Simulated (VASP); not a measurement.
# Si (P6/mmm) in VASP: a series of runs

Si is run at these levels: LDA; tasks: single point.

Program: VASP 6.6.1. These are calculated values, not measurements. Logs are shortened: lines on timing, memory, paths and dates and some standing lists are left out, and cuts for length are marked.

## Step 1: The cell of the first run

The structure is hexagonal, space group P6/mmm (No. 191). The conventional cell has a = 2.621 Å, b = 2.621 Å, c = 2.510 Å, α = 90.00°, β = 90.00°, γ = 120.00°. Within 3.3 Å of Si (site symmetry 6/mmm) lie 8 Si at 2.51 to 2.62 Å.

This isn't the form of Si at room conditions, which is diamond.

## Step 2: Single point, LDA (strain +0.0175 x Voigt [0, 0, 1, 0, 0, 0])

Input file INCAR:

```
PREC = Accurate
ENCUT = 520
EDIFF = 1E-6
ISMEAR = 0
SIGMA = 0.15
LREAL = False
LASPH = True
NELM = 60
ALGO = Normal
ISIF = 2
LWAVE = False
LCHARG = False
GGA = CA
NBANDS = 8
```

Input file KPOINTS:

```
Automatic mesh
0
Gamma
  24 24 20
```

Input file POSCAR:

```
Si
1.0
    2.6205428149      0.0000000000      0.0000000000
   -1.3102714075      2.2694566494      0.0000000000
    0.0000000000      0.0000000000      2.5095155918
Si
1
Direct
    0.0000000000      0.0000000000      0.0000000000
```

Potentials or basis: VASP PAW LDA potentials, release 64 (Si).

On the command line:

```bash
$ cat potpaw_LDA.64/Si/POTCAR > POTCAR
$ mpirun -np 1 vasp_std > vasp.out
```

OUTCAR:

```text
PREC = Accurate
   ENCUT = 520
   EDIFF = 1E-6
   ISMEAR = 0
   LREAL = False
   LASPH = True
   NELM = 60
   ISIF = 2
   GGA = CA

 ion  position               nearest neighbor table
   1  0.000  0.000  0.000-

  LATTYP: Found a hexagonal cell.
 ALAT       =     2.6205428149
 C/A-ratio  =     0.9576319752

  Lattice vectors:

 A1 = (   2.6205428149,   0.0000000000,   0.0000000000)
 A2 = (  -1.3102714075,   2.2694566494,   0.0000000000)
 A3 = (   0.0000000000,   0.0000000000,   2.5095155918)

Analysis of symmetry for initial positions (statically):
=====================================================================
 Subroutine PRICEL returns:
 Original cell was already a primitive cell.

 Routine SETGRP: Setting up the symmetry group for a
 hexagonal supercell.

 Subroutine GETGRP returns: Found 24 space group operations
 (whereof 24 operations were pure point group operations)
 out of a pool of 24 trial point group operations.

The static configuration has the point symmetry D_6h.

Analysis of symmetry for dynamics (positions and initial velocities):
=====================================================================
 Subroutine PRICEL returns:
 Original cell was already a primitive cell.

 Routine SETGRP: Setting up the symmetry group for a
 hexagonal supercell.

 Subroutine GETGRP returns: Found 24 space group operations
 (whereof 24 operations were pure point group operations)
 out of a pool of 24 trial point group operations.

The dynamic configuration has the point symmetry D_6h.

 Subroutine INISYM returns: Found 24 space group operations
 (whereof 24 operations are pure point group operations),
 and found     1 'primitive' translations

----------------------------------------------------------------------------------------

                                     Primitive cell

  volume of cell :      14.9246

  direct lattice vectors                    reciprocal lattice vectors
     2.620542815  0.000000000  0.000000000     0.381600329  0.220317053  0.000000000
    -1.310271407  2.269456649  0.000000000     0.000000000  0.440634105  0.000000000
     0.000000000  0.000000000  2.509515592     0.000000000  0.000000000  0.398483278

  length of vectors
     2.620542815  2.620542815  2.509515592     0.440634105  0.440634105  0.398483278

  position of ions in fractional coordinates (direct lattice)
     0.000000000  0.000000000  0.000000000

  ion indices of the primitive-cell ions
   primitive index   ion index
                 1           1

----------------------------------------------------------------------------------------

 KPOINTS: Automatic mesh

Automatic generation of k-mesh.
 Grid dimensions read from file:
 generate k-points for:   24   24   20

 Generating k-lattice:

  Cartesian coordinates                     Fractional coordinates (reciprocal lattice)
     0.015900014  0.009179877  0.000000000     0.041666667  0.000000000  0.000000000
     0.000000000  0.018359754  0.000000000     0.000000000  0.041666667  0.000000000
     0.000000000  0.000000000  0.019924164     0.000000000  0.000000000  0.050000000

  Length of vectors
     0.018359754  0.018359754  0.019924164

  Shift w.r.t. Gamma in fractional coordinates (k-lattice)
     0.000000000  0.000000000  0.000000000

 Subroutine IBZKPT returns following result:
 ===========================================

 Found    671 irreducible k-points:

 Following reciprocal coordinates:
            Coordinates               Weight
  0.000000  0.000000  0.000000      1.000000
  0.041667 -0.000000  0.000000      6.000000
  0.083333  0.000000  0.000000      6.000000
  0.125000  0.000000  0.000000      6.000000
  0.166667  0.000000  0.000000      6.000000
  0.208333  0.000000  0.000000      6.000000
[... 16 lines left out ...]
  0.416667  0.041667  0.000000     12.000000
  0.458333  0.041667  0.000000     12.000000
 [... further k-points ...]
   k-points           NKPTS =    671   k-points in BZ     NKDIM =    671   number of bands    NBANDS=      8
   number of dos      NEDOS =    301   number of ions     NIONS =      1
   total plane-waves  NPLWV =   8000
   dimension x,y,z NGX =    20 NGY =   20 NGZ =   20
   dimension x,y,z NGXF=    40 NGYF=   40 NGZF=   40
   ions per type =               1
   NGX,Y,Z   is equivalent  to a cutoff of  12.69, 12.69, 13.25 a.u.
   NGXF,Y,Z  is equivalent  to a cutoff of  25.38, 25.38, 26.50 a.u.
 SYSTEM =  unknown system
   PREC   = accura    normal or accurate (medium, high low for compatibility)
   ISTART =      0    job   : 0-new  1-cont  2-samecut
   ICHARG =      2    charge: 1-file 2-atom 10-const
   ISPIN  =      1    spin polarized calculation?
   LNONCOLLINEAR =      F non collinear calculations
   LSORBIT =      F    spin-orbit coupling
   LASPH  =      T    aspherical Exc in radial PAW
   ENCUT  =  520.0 eV  38.22 Ry    6.18 a.u.   4.87  4.87  4.67*2*pi/ulx,y,z
   NELM   =     60;   NELMIN=  2; NELMDL= -5     # of ELM steps
   EDIFF  = 0.1E-05   stopping-criterion for ELM
   LREAL  =      F    real-space projection
   EDIFFG = 0.1E-04   stopping-criterion for IOM
   NSW    =      0    number of steps for IOM
   IBRION =     -1    ionic relax: 0-MD 1-quasi-New 2-CG
   NFREE  =      0    steps in history (QN), initial steepest desc. (CG)
   ISIF   =      2    stress and relaxation
   ISYM   =      2    0-nonsym 1-usesym 2-fastsym
   POTIM  = 0.5000    time-step for ionic-motion
   TEBEG  =    0.0;   TEEND  =   0.0 temperature during run
   PSTRESS=    0.0 pullay stress
   NELECT =       4.0000    total number of electrons
   NUPDOWN=      -1.0000    fix difference up-down
   EMIN   =  10.00;   EMAX   =-10.00  energy-range for DOS
   EFERMI =   0.00;   METHOD = LEGACY
   ISMEAR =     0;   SIGMA  =   0.15  broadening in eV -4-tet -1-fermi 0-gaus
   EFERMI_NEDOS =   21; number of points for ismear=-14 and -15
   IALGO  =     38    algorithm
   IMIX   =      4    mixing-type and parameters
     AMIX     =   0.40;   BMIX     =  1.00
     AMIX_MAG =   1.60;   BMIX_MAG =  1.00
  volume/ion in A,a.u.               =      14.92       100.72
  Fermi-wavevector in a.u.,A,eV,Ry     =   1.055505  1.994616 15.158138  1.114092
  Thomas-Fermi vector in A             =   2.190706
   LORBIT       =      0    0 simple, 1 ext, 2 COOP (PROOUT), +10 PAW based schemes
   GGA     = CA    functional components
   LHFCALC =     F    Hartree Fock is set to
   AEXX    =    0.0000 exact exchange contribution
   IVDW    =     0    specifies the selected vdW correction
   LEPSILON=     F    determine dielectric tensor
   LRPA    =     F    only Hartree local field effects (RPA)
 non-spin polarized calculation
 Gauss-broadening in eV      SIGMA  =   0.15
  energy-cutoff  :      520.00
  volume of cell :       14.92
 maximum number of plane-waves:       423
 NGX is ok and might be reduce to    20
   NGX =  9   NGY =  9   NGZ =  9

 number of electron       4.0000000 magnetization

 Free energy of the ion-electron system (eV)
  ---------------------------------------------------
  ext. energy  EPLUGINS =         0.00000000
  ---------------------------------------------------
  free energy    TOTEN  =        -5.73323455 eV

  energy without entropy =       -5.72876486  energy(sigma->0) =       -5.73099970

 E-fermi :   9.4477     XC(G=0): -11.0792

 val. band max:        9.4435089934   @ k =   0.2500   0.0417   0.2500
 cond. band min:       9.4480117607   @ k =   0.2083   0.0833   0.2500
 fundamental gap:      0.0045027674
 Fermi energy:         9.4476885590

 k-point     1 :       0.0000    0.0000    0.0000
  band No.  band energies     occupation
      1      -4.5160      2.00000
      2      16.7212      0.00000
      3      16.7696      0.00000
      4      19.7944      0.00000
      5      19.7944      0.00000
      6      21.7950      0.00000
      7      21.7950      0.00000
      8      27.2980      0.00000

 k-point     2 :       0.0417   -0.0000    0.0000
  band No.  band energies     occupation
      1      -4.4673      2.00000
      2      16.6286      0.00000
      3      16.7620      0.00000
      4      19.3833      0.00000
      5      19.4125      0.00000
      6      21.8094      0.00000
      7      22.2607      0.00000
      8      27.8334      0.00000

 k-point     3 :       0.0833    0.0000    0.0000
  band No.  band energies     occupation
      1      -4.3214      2.00000
      2      16.0937      0.00000
      3      16.8842      0.00000
      4      18.6233      0.00000
      5      18.7019      0.00000
      6      21.7756      0.00000
      7      23.2218      0.00000
      8      28.9638      0.00000

 k-point     4 :       0.1250    0.0000    0.0000
  band No.  band energies     occupation
      1      -4.0785      2.00000
      2      15.0294      0.00000
      3      17.0876      0.00000
      4      17.9720      0.00000
      5      18.0675      0.00000
      6      21.7216      0.00000
      7      24.3680      0.00000
      8      29.7096      0.00000

 k-point     5 :       0.1667    0.0000    0.0000
  band No.  band energies     occupation
      1      -3.7391      2.00000
      2      13.6159      0.00000
      3      17.2923      0.00000
      4      17.3716      0.00000
      5      17.7152      0.00000
      6      21.7431      0.00000
      7      25.6269      0.00000
      8      30.4666      0.00000

 k-point     6 :       0.2083    0.0000    0.0000
  band No.  band energies     occupation
      1      -3.3037      2.00000
      2      12.0794      0.00000
      3      16.6823      0.00000
      4      17.4216      0.00000
      5      17.7351      0.00000
      6      21.9013      0.00000
      7      26.9747      0.00000
      8      31.0236      0.00000

 k-point     7 :       0.2500    0.0000    0.0000
  band No.  band energies     occupation
      1      -2.7732      2.00000
      2      10.5277      0.00000
      3      16.1491      0.00000
      4      17.1347      0.00000
      5      18.1765      0.00000
      6      22.2148      0.00000
      7      28.3970      0.00000
      8      29.7847      0.00000

 k-point     8 :       0.2917    0.0000    0.0000
  band No.  band energies     occupation
      1      -2.1488      2.00000
      2       9.0078      1.99997
      3      15.6958      0.00000
      4      16.8559      0.00000
      5      18.6927      0.00000
      6      22.6767      0.00000
      7      28.5547      0.00000
      8      29.8780      0.00000

 k-point     9 :       0.3333    0.0000    0.0000
  band No.  band energies     occupation
      1      -1.4318      2.00000
      2       7.5427      2.00000
      3      15.3239      0.00000
      4      16.6013      0.00000
      5      19.2782      0.00000
      6      23.2695      0.00000
      7      27.3619      0.00000
      8      31.1229      0.00000

 k-point    10 :       0.3750    0.0000    0.0000
  band No.  band energies     occupation
      1      -0.6247      2.00000
      2       6.1462      2.00000
      3      15.0342      0.00000
      4      16.3872      0.00000
      5      19.9214      0.00000
      6      23.9723      0.00000
      7      26.2331      0.00000
      8      30.2389      0.00000
[... 78 lines left out ...]
 k-point    18 :       0.2083    0.0417    0.0000
  band No.  band energies     occupation
      1      -3.0141      2.00000
      2      11.3280      0.00000
      3      15.4555      0.00000
      4      17.9763      0.00000
      5      18.1329      0.00000
      6      22.1662      0.00000
      7      27.3685      0.00000
      8      30.3945      0.00000

 k-point    19 :       0.2500    0.0417    0.0000
  band No.  band energies     occupation
      1      -2.4366      2.00000
      2       9.7923      0.00116
      3      14.9647      0.00000
      4      17.8948      0.00000
      5      18.4553      0.00000
      6      22.5215      0.00000
      7      28.7691      0.00000
      8      29.1713      0.00000

 k-point    20 :       0.2917    0.0417    0.0000
  band No.  band energies     occupation
      1      -1.7658      2.00000
      2       8.2996      2.00000
      3      14.5541      0.00000
      4      17.6555      0.00000
      5      19.0067      0.00000
      6      23.0289      0.00000
      7      27.9667      0.00000
      8      30.1401      0.00000

 k-point    21 :       0.3333    0.0417    0.0000
  band No.  band energies     occupation
      1      -1.0036      2.00000
      2       6.8685      2.00000
      3      14.2240      0.00000
      4      17.4383      0.00000
      5      19.6225      0.00000
      6      23.6657      0.00000
      7      26.8090      0.00000
      8      30.5810      0.00000

 k-point    22 :       0.3750    0.0417    0.0000
  band No.  band energies     occupation
      1      -0.1531      2.00000
      2       5.5110      2.00000
      3      13.9754      0.00000
      4      17.2615      0.00000
      5      20.2849      0.00000
      6      24.4049      0.00000
      7      25.7301      0.00000
      8      29.7426      0.00000

 k-point    23 :       0.4167    0.0417    0.0000
  band No.  band energies     occupation
      1       0.7774      2.00000
      2       4.2404      2.00000
      3      13.8091      0.00000
      4      17.1376      0.00000
      5      20.9455      0.00000
      6      24.7871      0.00000
      7      25.2020      0.00000
      8      28.7571      0.00000

 k-point    24 :       0.4583    0.0417    0.0000
  band No.  band energies     occupation
      1       1.7342      2.00000
      2       3.1129      2.00000
      3      13.7258      0.00000
      4      17.0739      0.00000
      5      21.4491      0.00000
      6      24.1411      0.00000
      7      25.9031      0.00000
      8      27.9435      0.00000

 [... further k-points ...]

------------------------ aborting loop because EDIFF is reached ----------------------------------------

  FORCE on cell =-STRESS in cart. coord.  units (eV):
  Direction    XX          YY          ZZ          XY          YZ          ZX
  --------------------------------------------------------------------------------------
  -------------------------------------------------------------------------------------
  Total       -0.0999756     -0.0999756     -0.5647434      0.0000000     -0.0000000      0.0000000
  in kB      -10.7325199    -10.7325199    -60.6259649      0.0000000     -0.0000000      0.0000000
  external PRESSURE =     -27.3636683 kB  Pullay stress =       0.0000000 kB

 VOLUME and BASIS-vectors are now :
 -----------------------------------------------------------------------------
  energy-cutoff  :      520.00
  volume of cell :       14.92
      direct lattice vectors                 reciprocal lattice vectors
     2.620542815  0.000000000  0.000000000     0.381600329  0.220317053  0.000000000
    -1.310271407  2.269456649  0.000000000     0.000000000  0.440634105  0.000000000
     0.000000000  0.000000000  2.509515592     0.000000000  0.000000000  0.398483278

 POSITION                                       TOTAL-FORCE (eV/Angst)
 -----------------------------------------------------------------------------------
      0.00000      0.00000      0.00000         0.000000      0.000000      0.000000
 -----------------------------------------------------------------------------------
    total drift:                               -0.000000     -0.000000      0.000000

  FREE ENERGIE OF THE ION-ELECTRON SYSTEM (eV)
  ---------------------------------------------------
  free  energy   TOTEN  =        -5.7332345509 eV

  energy  without entropy=       -5.7287648560  energy(sigma->0) =       -5.73099970
```

It took 65 s on 1 thread of Intel Xeon 8259CL, shared host; peak memory 0.17 GiB.

Results:

```
Free energy            : -5.7332 eV
Pressure               : -2.7 GPa
Band gap on the k mesh : zero (bands 2 and 3 overlap by 11.72 eV)
```

Levels at points of the mesh, in eV from the Fermi level:
| k point | band 1 | band 2 | band 3 | band 4 | band 5 |
| --- | --- | --- | --- | --- | --- |
| (0.00, 0.00, 0.00) | -13.96 | 7.27 | 7.32 | 10.35 | 10.35 |
| (0.50, 0.00, 0.00) | -7.47 | -6.67 | 5.21 | 6.65 | 12.06 |
| (0.00, 0.00, 0.50) | -9.39 | -7.10 | 13.60 | 13.60 | 14.86 |
| (0.50, 0.00, 0.50) | -3.07 | -2.12 | -1.98 | 1.55 | 8.56 |

Caveat: the cell differs from its parent crystal (strain +0.0175 x Voigt [0, 0, 1, 0, 0, 0]).

## Step 3: Single point, LDA (strain +0.0200 x Voigt [0, 0, 1, 0, 0, 0])

Input file INCAR:

```
ALGO     = Normal         # electronic algorithm
EDIFF    = 1E-6           # SCF threshold, eV
ENCUT    = 520            # plane-wave cutoff, eV
ISIF     = 2              # what is computed and relaxed
ISMEAR   = 0              # smearing method
LASPH    = True           # aspherical terms in the spheres
LCHARG   = True           # write CHGCAR
LELF     = True           # ELF
LREAL    = False          # projectors in reciprocal space
LVHAR    = True         
LWAVE    = False          # write WAVECAR
NBANDS   = 8              # bands
NELM     = 100            # most SCF steps
PREC     = Accurate       # precision mode
SIGMA    = 0.15           # smearing width, eV
```

Input file KPOINTS:

```
k-points
0
Gamma
  24 24 20
```

Changes to POSCAR since step 2:

```diff
@@ -4,3 +4,3 @@
    -1.3102714075      2.2694566494      0.0000000000
-    0.0000000000      0.0000000000      2.5095155918
+    0.0000000000      0.0000000000      2.5156814778
 Si
```

Potentials or basis: VASP PAW LDA potentials, release 64 (Si).

On the command line:

```bash
$ cat potpaw_LDA.64/Si/POTCAR > POTCAR
$ mpirun -np 1 vasp_std > vasp.out
```

OUTCAR:

```text
EDIFF = 1E-6
   ENCUT = 520
   ISIF = 2
   ISMEAR = 0
   LASPH = True
   LREAL = False
   NELM = 100
   PREC = Accurate

 ion  position               nearest neighbor table
   1  0.000  0.000  0.000-

  LATTYP: Found a hexagonal cell.
 ALAT       =     2.6205428149
 C/A-ratio  =     0.9599848793

  Lattice vectors:

 A1 = (   2.6205428149,   0.0000000000,   0.0000000000)
 A2 = (  -1.3102714075,   2.2694566494,   0.0000000000)
 A3 = (   0.0000000000,   0.0000000000,   2.5156814778)
[... 442 lines left out ...]
      7      25.8264      0.00000
      8      27.8310      0.00000

 [... further k-points ...]

------------------------ aborting loop because EDIFF is reached ----------------------------------------

  FORCE on cell =-STRESS in cart. coord.  units (eV):
  Direction    XX          YY          ZZ          XY          YZ          ZX
  --------------------------------------------------------------------------------------
  -------------------------------------------------------------------------------------
  Total       -0.1052300     -0.1052300     -0.6287025      0.0000000     -0.0000000      0.0000000
  in kB      -11.2688907    -11.2688907    -67.3266439      0.0000000     -0.0000000      0.0000000
  external PRESSURE =     -29.9548085 kB  Pullay stress =       0.0000000 kB

 VOLUME and BASIS-vectors are now :
 -----------------------------------------------------------------------------
  energy-cutoff  :      520.00
  volume of cell :       14.96
      direct lattice vectors                 reciprocal lattice vectors
     2.620542815  0.000000000  0.000000000     0.381600329  0.220317053  0.000000000
    -1.310271407  2.269456649  0.000000000     0.000000000  0.440634105  0.000000000
     0.000000000  0.000000000  2.515681478     0.000000000  0.000000000  0.397506604

 POSITION                                       TOTAL-FORCE (eV/Angst)
 -----------------------------------------------------------------------------------
      0.00000      0.00000      0.00000         0.000000      0.000000      0.000000
 -----------------------------------------------------------------------------------
    total drift:                               -0.000000     -0.000000      0.000000

  FREE ENERGIE OF THE ION-ELECTRON SYSTEM (eV)
  ---------------------------------------------------
  free  energy   TOTEN  =        -5.7317832880 eV

  energy  without entropy=       -5.7273598539  energy(sigma->0) =       -5.72957157
```

stdout:

```text
POSCAR found type information on POSCAR Si
 POSCAR found :  1 types and       1 ions
 scaLAPACK will be used
 LDA part: xc-table for (Slater(with rela. corr.)+CA(PZ))
 , standard interpolation
 POSCAR, INCAR and KPOINTS ok, starting setup
 FFT: planning ... GRIDC
 FFT: planning ... GRID_SOFT
 FFT: planning ... GRID
 WAVECAR not read
 entering main loop
```

Wall time 48 s (1 thread of Intel Xeon 8259CL, shared host); peak memory 0.17 GiB.

What came out:

```
Free energy            : -5.7318 eV
Pressure               : -3.0 GPa
Band gap on the k mesh : zero (bands 2 and 3 overlap by 11.62 eV)
```

Stress tensor (GPa, compression positive):
```
-1.13  0.00  0.00
 0.00 -1.13  0.00
 0.00  0.00 -6.73
```

Caveat: the cell differs from its parent crystal (strain +0.0200 x Voigt [0, 0, 1, 0, 0, 0]).
